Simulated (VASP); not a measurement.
# Mn in VASP: relaxation of the atoms with PBE

Aim: the relaxation of the atoms of Mn with PBE.

Everything below comes from runs of VASP 6.6.1. Logs are shortened: lines on timing, memory, paths and dates and some standing lists are left out, and cuts for length are marked.

## (1) The cell of the first run

The cell holds a sheet with vacuum, 1 atom: a = 2.614 Å, b = 2.614 Å, c = 23.800 Å, α = 90.00°, β = 90.00°, γ = 90.00°.

## (2) Relaxation of the atoms, PBE, collinear spin, ferromagnetic start

INCAR reads:

```
SYSTEM = Mn
PREC     = Accurate       ! precision mode
ENCUT    = 520            ! plane-wave cutoff, eV
EDIFF    = 1E-6           ! SCF threshold, eV
ISMEAR   = -1             ! smearing method
SIGMA    = 0.05           ! smearing width, eV
LREAL    = .False.        ! projectors in reciprocal space
LASPH    = .True.         ! aspherical terms in the spheres
NELM     = 150            ! most SCF steps
ALGO     = Normal         ! electronic algorithm
ISIF     = 2              ! what is computed and relaxed
LWAVE    = .False.        ! write WAVECAR
LCHARG   = .False.        ! write CHGCAR
ISPIN    = 2              ! spin polarisation
MAGMOM   = 4              ! initial moments
LORBIT   = 11             ! projections on sites
LMAXMIX  = 4              ! l up to which the mixer works
GGA      = PE             ! functional
IBRION   = 2              ! ionic algorithm
NSW      = 80             ! ionic steps
EDIFFG   = -0.02          ! ionic threshold
```

KPOINTS reads:

```
regular mesh
0
Gamma
  10 10 1
  0 0 0
```

POSCAR reads:

```
Mn
1.0
    2.6143200000      0.0000000000      0.0000000000
    0.0000000000      2.6143200000      0.0000000000
    0.0000000000      0.0000000000     23.8000000000
Mn
1
Direct
    0.0000000000      0.0000000000      0.2941200000
```

Potentials or basis: VASP PAW PBE potentials, release 64 (Mn_pv).

The run is started by

```bash
> cat potpaw_PBE.64/Mn_pv/POTCAR > POTCAR
> mpirun -np 1 vasp_std > vasp.out
```

OUTCAR:

```text
SYSTEM = Mn
   PREC = Accurate
   ENCUT = 520
   EDIFF = 1E-6
   ISMEAR = -1
   LREAL = .False.
   LASPH = .True.
   NELM = 150
   ISIF = 2
   ISPIN = 2
   LORBIT = 11
   GGA = PE
   IBRION = 2
   NSW = 80
   EDIFFG = -0.02

 ion  position               nearest neighbor table
   1  0.000  0.000  0.294-

  LATTYP: Found a simple tetragonal cell.
 ALAT       =     2.6143200000
 C/A-ratio  =     9.1037057437

  Lattice vectors:

 A1 = (   2.6143200000,   0.0000000000,   0.0000000000)
 A2 = (   0.0000000000,   2.6143200000,   0.0000000000)
 A3 = (   0.0000000000,   0.0000000000,  23.8000000000)

Analysis of symmetry for initial positions (statically):
=====================================================================
 Subroutine PRICEL returns:
 Original cell was already a primitive cell.

 Routine SETGRP: Setting up the symmetry group for a
 simple tetragonal supercell.

 Subroutine GETGRP returns: Found 16 space group operations
 (whereof  8 operations were pure point group operations)
 out of a pool of 16 trial point group operations.

The static configuration has the point symmetry C_4v.
 The point group associated with its full space group is D_4h.

Analysis of symmetry for dynamics (positions and initial velocities):
=====================================================================
 Subroutine PRICEL returns:
 Original cell was already a primitive cell.

 Routine SETGRP: Setting up the symmetry group for a
 simple tetragonal supercell.

 Subroutine GETGRP returns: Found 16 space group operations
 (whereof  8 operations were pure point group operations)
 out of a pool of 16 trial point group operations.

The dynamic configuration has the point symmetry C_4v.
 The point group associated with its full space group is D_4h.

Analysis of structural, dynamic, and magnetic symmetry:
=====================================================================
 Subroutine PRICEL returns:
 Original cell was already a primitive cell.

 Routine SETGRP: Setting up the symmetry group for a
 simple tetragonal supercell.

 Subroutine GETGRP returns: Found 16 space group operations
 (whereof  8 operations were pure point group operations)
 out of a pool of 16 trial point group operations.

The overall configuration has the point symmetry C_4v.
 The point group associated with its full space group is D_4h.

 Subroutine INISYM returns: Found 16 space group operations
 (whereof  8 operations are pure point group operations),
 and found     1 'primitive' translations

----------------------------------------------------------------------------------------

                                     Primitive cell

  volume of cell :     162.6651

  direct lattice vectors                    reciprocal lattice vectors
     2.614320000  0.000000000  0.000000000     0.382508645  0.000000000  0.000000000
     0.000000000  2.614320000  0.000000000     0.000000000  0.382508645  0.000000000
     0.000000000  0.000000000 23.800000000     0.000000000  0.000000000  0.042016807

  length of vectors
     2.614320000  2.614320000 23.800000000     0.382508645  0.382508645  0.042016807

  position of ions in fractional coordinates (direct lattice)
     0.000000000  0.000000000  0.294120000

  ion indices of the primitive-cell ions
   primitive index   ion index
                 1           1

----------------------------------------------------------------------------------------

 KPOINTS: regular mesh

Automatic generation of k-mesh.
 Grid dimensions read from file:
 generate k-points for:   10   10    1

 Generating k-lattice:

  Cartesian coordinates                     Fractional coordinates (reciprocal lattice)
     0.038250864  0.000000000  0.000000000     0.100000000  0.000000000  0.000000000
     0.000000000  0.038250864  0.000000000     0.000000000  0.100000000  0.000000000
     0.000000000  0.000000000  0.042016807     0.000000000  0.000000000  1.000000000

  Length of vectors
     0.038250864  0.038250864  0.042016807

  Shift w.r.t. Gamma in fractional coordinates (k-lattice)
     0.000000000  0.000000000  0.000000000

 Subroutine IBZKPT returns following result:
 ===========================================

 Found     21 irreducible k-points:

 Following reciprocal coordinates:
            Coordinates               Weight
  0.000000  0.000000  0.000000      1.000000
  0.100000  0.000000  0.000000      4.000000
  0.200000  0.000000  0.000000      4.000000
  0.300000  0.000000  0.000000      4.000000
  0.400000  0.000000  0.000000      4.000000
  0.500000  0.000000  0.000000      2.000000
[... 13 lines left out ...]
  0.500000  0.400000  0.000000      4.000000
  0.500000  0.500000  0.000000      1.000000
   k-points           NKPTS =     21   k-points in BZ     NKDIM =     21   number of bands    NBANDS=     12
   number of dos      NEDOS =    301   number of ions     NIONS =      1
   total plane-waves  NPLWV =  72000
   dimension x,y,z NGX =    20 NGY =   20 NGZ =  180
   dimension x,y,z NGXF=    40 NGYF=   40 NGZF=  360
   ions per type =               1
   NGX,Y,Z   is equivalent  to a cutoff of  12.72, 12.72, 12.57 a.u.
   NGXF,Y,Z  is equivalent  to a cutoff of  25.44, 25.44, 25.15 a.u.
 SYSTEM =  Mn
   PREC   = accura    normal or accurate (medium, high low for compatibility)
   ISTART =      0    job   : 0-new  1-cont  2-samecut
   ICHARG =      2    charge: 1-file 2-atom 10-const
   ISPIN  =      2    spin polarized calculation?
   LNONCOLLINEAR =      F non collinear calculations
   LSORBIT =      F    spin-orbit coupling
   LASPH  =      T    aspherical Exc in radial PAW
   ENCUT  =  520.0 eV  38.22 Ry    6.18 a.u.   4.86  4.86 44.25*2*pi/ulx,y,z
   NELM   =    150;   NELMIN=  2; NELMDL= -5     # of ELM steps
   EDIFF  = 0.1E-05   stopping-criterion for ELM
   LREAL  =      F    real-space projection
   EDIFFG = -.2E-01   stopping-criterion for IOM
   NSW    =     80    number of steps for IOM
   IBRION =      2    ionic relax: 0-MD 1-quasi-New 2-CG
   NFREE  =      1    steps in history (QN), initial steepest desc. (CG)
   ISIF   =      2    stress and relaxation
   ISYM   =      2    0-nonsym 1-usesym 2-fastsym
   POTIM  = 0.5000    time-step for ionic-motion
   TEBEG  =    0.0;   TEEND  =   0.0 temperature during run
   PSTRESS=    0.0 pullay stress
   NELECT =      13.0000    total number of electrons
   NUPDOWN=      -1.0000    fix difference up-down
   EMIN   =  10.00;   EMAX   =-10.00  energy-range for DOS
   EFERMI =   0.00;   METHOD = LEGACY
   ISMEAR =    -1;   SIGMA  =   0.05  broadening in eV -4-tet -1-fermi 0-gaus
   EFERMI_NEDOS =   21; number of points for ismear=-14 and -15
   IALGO  =     38    algorithm
   IMIX   =      4    mixing-type and parameters
     AMIX     =   0.40;   BMIX     =  1.00
     AMIX_MAG =   1.60;   BMIX_MAG =  1.00
  volume/ion in A,a.u.               =     162.67      1097.72
  Fermi-wavevector in a.u.,A,eV,Ry     =   0.705166  1.332570  6.765613  0.497259
  Thomas-Fermi vector in A             =   1.790604
   LORBIT       =     11    0 simple, 1 ext, 2 COOP (PROOUT), +10 PAW based schemes
   GGA     = PE    functional components
   LHFCALC =     F    Hartree Fock is set to
   AEXX    =    0.0000 exact exchange contribution
   IVDW    =     0    specifies the selected vdW correction
   LEPSILON=     F    determine dielectric tensor
   LRPA    =     F    only Hartree local field effects (RPA)
 conjugate gradient relaxation of ions
 spin polarized calculation
  energy-cutoff  :      520.00
  volume of cell :      162.67
 maximum number of plane-waves:      4416
 NGX is ok and might be reduce to    20
   NGX =  9   NGY =  9   NGZ = 89

 number of electron      12.9999981 magnetization       4.3153673

 Free energy of the ion-electron system (eV)
  ---------------------------------------------------
  ext. energy  EPLUGINS =         0.00000000
  ---------------------------------------------------
  free energy    TOTEN  =        -6.92786497 eV

  energy without entropy =       -6.91745348  energy(sigma->0) =       -6.92265922

 E-fermi :  -2.5550     XC(G=0):  -1.8837

 val. band max:       -2.5675826767   @ k =   0.4000   0.1000   0.0000
 cond. band min:      -2.4417329366   @ k =   0.5000   0.2000   0.0000
 fundamental gap:      0.1258497400
 Fermi energy:        -2.5549622771

 spin component 1

 k-point     1 :       0.0000    0.0000    0.0000
  band No.  band energies     occupation
      1     -52.7900      1.00000
      2     -52.0990      1.00000
      3     -52.0990      1.00000
      4      -8.1647      1.00000
      5      -6.1170      1.00000
      6      -5.5886      1.00000
      7      -4.2647      1.00000
      8      -4.2647      1.00000
      9      -3.3727      1.00000
     10      -3.1472      0.99999
     11       0.5441      0.00000
     12       1.0230      0.00000

 k-point     2 :       0.1000    0.0000    0.0000
  band No.  band energies     occupation
      1     -52.7878      1.00000
      2     -52.1210      1.00000
      3     -52.0972      1.00000
      4      -7.9189      1.00000
      5      -6.0129      1.00000
      6      -5.5251      1.00000
      7      -4.5973      1.00000
      8      -4.2521      1.00000
      9      -3.4646      1.00000
     10      -2.6964      0.94425
     11       0.7537      0.00000
     12       1.2518      0.00000
[... 256 lines left out ...]
 k-point    20 :       0.5000    0.4000    0.0000
  band No.  band energies     occupation
      1     -52.7483      1.00000
      2     -52.3041      1.00000
      3     -52.2807      1.00000
      4      -6.2628      1.00000
      5      -5.5219      1.00000
      6      -5.3662      1.00000
      7      -4.5902      1.00000
      8      -2.9820      0.99980
      9       1.8198      0.00000
     10       1.9510      0.00000
     11       5.9616      0.00000
     12       7.1797      0.00000

 k-point    21 :       0.5000    0.5000    0.0000
  band No.  band energies     occupation
      1     -52.7463      1.00000
      2     -52.3017      1.00000
      3     -52.3017      1.00000
      4      -6.3895      1.00000
      5      -5.4718      1.00000
      6      -5.4718      1.00000
      7      -4.5448      1.00000
      8      -2.6306      0.81940
      9       2.5180      0.00000
     10       2.5180      0.00000
     11       6.5407      0.00000
     12       7.1324      0.00000
 Fermi energy:        -2.5549622771

 spin component 2

 k-point     1 :       0.0000    0.0000    0.0000
  band No.  band energies     occupation
      1     -48.4241      1.00000
      2     -48.1646      1.00000
      3     -48.1646      1.00000
      4      -6.9836      1.00000
      5      -3.1324      0.99999
      6      -2.2710      0.00340
      7      -2.0861      0.00008
      8      -0.2734      0.00000
      9      -0.2734      0.00000
     10       0.4041      0.00000
     11       0.9610      0.00000
     12       1.3848      0.00000

 k-point     2 :       0.1000    0.0000    0.0000
  band No.  band energies     occupation
      1     -48.4216      1.00000
      2     -48.1900      1.00000
      3     -48.1625      1.00000
      4      -6.7335      1.00000
      5      -3.0300      0.99993
      6      -2.1667      0.00042
      7      -2.0920      0.00010
      8      -0.2568      0.00000
      9      -0.2202      0.00000
     10       0.2825      0.00000
     11       1.1702      0.00000
     12       1.5953      0.00000
[... 256 lines left out ...]
 k-point    20 :       0.5000    0.4000    0.0000
  band No.  band energies     occupation
      1     -48.3983      1.00000
      2     -48.3755      1.00000
      3     -48.3715      1.00000
      4      -3.7421      1.00000
      5      -1.9463      0.00001
      6      -1.7314      0.00000
      7      -0.5975      0.00000
      8       0.3842      0.00000
      9       3.1921      0.00000
     10       3.6386      0.00000
     11       7.6318      0.00000
     12       7.8116      0.00000

 k-point    21 :       0.5000    0.5000    0.0000
  band No.  band energies     occupation
      1     -48.3953      1.00000
      2     -48.3953      1.00000
      3     -48.3731      1.00000
      4      -3.8657      1.00000
      5      -1.8565      0.00000
      6      -1.8565      0.00000
      7      -0.5357      0.00000
      8       0.9884      0.00000
      9       3.8161      0.00000
     10       3.8161      0.00000
     11       8.3002      0.00000
     12       8.7565      0.00000

------------------------ aborting loop because EDIFF is reached ----------------------------------------

  FORCE on cell =-STRESS in cart. coord.  units (eV):
  Direction    XX          YY          ZZ          XY          YZ          ZX
  --------------------------------------------------------------------------------------
  -------------------------------------------------------------------------------------
  Total       -0.0674203     -0.0674203     -0.0041629      0.0000000      0.0000000      0.0000000
  in kB       -0.6640593     -0.6640593     -0.0410024      0.0000000      0.0000000      0.0000000
  external PRESSURE =      -0.4563737 kB  Pullay stress =       0.0000000 kB

 VOLUME and BASIS-vectors are now :
 -----------------------------------------------------------------------------
  energy-cutoff  :      520.00
  volume of cell :      162.67
      direct lattice vectors                 reciprocal lattice vectors
     2.614320000  0.000000000  0.000000000     0.382508645  0.000000000  0.000000000
     0.000000000  2.614320000  0.000000000     0.000000000  0.382508645  0.000000000
     0.000000000  0.000000000 23.800000000     0.000000000  0.000000000  0.042016807

 POSITION                                       TOTAL-FORCE (eV/Angst)
 -----------------------------------------------------------------------------------
      0.00000      0.00000      7.00006         0.000000     -0.000000     -0.000000
 -----------------------------------------------------------------------------------
    total drift:                               -0.000000     -0.000000      0.000322

  FREE ENERGIE OF THE ION-ELECTRON SYSTEM (eV)
  ---------------------------------------------------
  free  energy   TOTEN  =        -6.9278649655 eV

  energy  without entropy=       -6.9174534766  energy(sigma->0) =       -6.92265922

 reached required accuracy - stopping structural energy minimisation

 total charge

# of ion       s       p       d       tot
------------------------------------------
    1        0.361   6.122   4.982  11.465

 magnetization (x)

# of ion       s       p       d       tot
------------------------------------------
    1        0.038   0.043   3.812   3.893
```

Wall time 3.4 min (1 thread of AMD EPYC 7R13, shared host); peak memory 0.3 GiB.

Results:

```yaml
Free_energy: -6.9279 eV
Net_moment: 4.32 μB per cell
Site_moments: Mn +3.89 μB
Valence_electrons_inside_the_program's_atomic_spheres: Mn 11.46
```

Final structure:
```
CELL_PARAMETERS angstrom
2.61432 0.00000 0.00000
0.00000 2.61432 0.00000
0.00000 0.00000 23.80000
ATOMIC_POSITIONS crystal
Mn 0.00000 0.00000 0.29412
```

Levels at points of the mesh, in eV from the Fermi level:
Spin up:
```
           k point  band 6  band 7  band 8  band 9  band 10  band 11  band 12
(0.00, 0.00, 0.00)   -3.03   -1.71   -1.71   -0.82    -0.59     3.10     3.58
(0.50, 0.00, 0.00)   -2.21   -1.71   -1.58    0.15     2.98     4.48     6.88
(0.50, 0.50, 0.00)   -2.92   -1.99   -0.08    5.07     5.07     9.10     9.69
```
Spin down:
```csv
k point,band 1,band 2,band 3,band 4,band 5,band 6,band 7,band 8
"(0.00, 0.00, 0.00)",-45.87,-45.61,-45.61,-4.43,-0.58,0.28,0.47,2.28
"(0.50, 0.00, 0.00)",-45.87,-45.84,-45.59,-0.79,-0.17,0.89,1.47,1.82
"(0.50, 0.50, 0.00)",-45.84,-45.84,-45.82,-1.31,0.70,0.70,2.02,3.54
```

Caveat: the relaxation stopped at its first step, so nothing moved.
